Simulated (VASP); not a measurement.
SnTe:

```
Te Sn
1.0
     3.90470    0.00000    0.00000
     0.00000    3.90470    0.00000
     0.00000    0.00000    3.90470
Te Sn
1 1
Direct
  0.50000 0.50000 0.50000
  0.00000 0.00000 0.00000
```

```yaml
Program: VASP 6.6.1
Task: relaxation of cell and atoms
Functional: LDA
Potentials_or_basis: VASP PAW LDA potentials, release 64 (Te, Sn_d)
Cutoff: 600 eV
k_mesh: 7 × 7 × 7
Occupations: fermi-dirac, width 0.05 eV
Spin: no spin polarisation
```

At the start: pressure -4.8 GPa; volume 29.77 Å³/atom.

Q: How do energy, volume and symmetry change on relaxing?

A: Over 3 steps the energy falls by 55.2 meV/atom and the volume is 26.55 Å³/atom (-10.8 %); space group Pm-3m (No. 221, to 0.1 Å) before and after.

Step by step:
```
step  energy change (eV)  largest force (eV/Å)  pressure (GPa)  volume (Å³)
   1              0.0000                0.0000           -4.75        59.53
   2             -0.1077                0.0000            1.05        52.24
   3             -0.1104                0.0000            0.00        53.10
```

Final structure:
```cif
data_structure
_symmetry_space_group_name_H-M 'P 1'
_symmetry_Int_Tables_number 1
_cell_length_a 3.7587
_cell_length_b 3.7587
_cell_length_c 3.7587
_cell_angle_alpha 90.000
_cell_angle_beta 90.000
_cell_angle_gamma 90.000
_cell_volume 53.10
loop_
_atom_site_label
_atom_site_type_symbol
_atom_site_fract_x
_atom_site_fract_y
_atom_site_fract_z
_atom_site_occupancy
Te1 Te 0.50000 0.50000 0.50000 1
Sn1 Sn 0.00000 0.00000 0.00000 1
```
